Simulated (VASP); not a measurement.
A run of VASP 6.6.1 is set up as follows.

The input INCAR:

```
SYSTEM = HfO2
PREC = Accurate ; ENCUT = 520
EDIFF = 1E-6 ; ISMEAR = 0
SIGMA = 0.05 ; LREAL = .False.
LASPH = .True. ; NELM = 60
ALGO = Normal ; ISIF = 2
LWAVE = .False. ; LCHARG = .False.
GGA = PE ; NBANDS = 31
```

KPOINTS

```
Automatic mesh
0
Gamma
  6 6 8
  0 0 0
```

The input POSCAR:

```
HfO2
1.0
    4.8812946518      0.0000000000      0.0000000000
    0.0000000000      4.8812946518      0.0000000000
    0.0000000000      0.0000000000      3.2380276120
Hf O
2 4
Direct
   -0.0749653085     -0.0749653085     -0.1598195142
    0.5000000000      0.5000000000      0.5000000000
    0.1948368017      0.8051631983      0.5000000000
    0.3051631983      0.3051631983      0.0000000000
    0.6948368017      0.6948368017      0.0000000000
    0.8051631983      0.1948368017      0.5000000000
```

Potentials or basis: VASP PAW PBE potentials, release 64 (Hf_pv, O).

Command:

```console
$ cat potpaw_PBE.64/Hf_pv/POTCAR potpaw_PBE.64/O/POTCAR > POTCAR
$ mpirun -np 1 vasp_std > vasp.out
```

Problem. Estimate the band gap on the k mesh.

Solution. 2.30 eV, indirect (least direct gap 2.38 eV).

Problem. What does it give for the largest force?

Solution. 16.385 eV/Å.

Stress tensor (GPa, compression positive):
```
 32.60  17.14 -12.78
 17.14  32.60 -12.78
-12.78 -12.78  14.87
```

Caveat: the cell differs from its parent crystal (atom 1 (Hf) moved by -0.517 Å along [1 1 0] and -0.517 Å along [0 0 1]); spin-orbit coupling is left out, which moves the levels of the heavy elements; forces of over 1 eV/Å act on the atoms, so gaps and moduli don't describe the material at rest. A k mesh can miss the band edges.
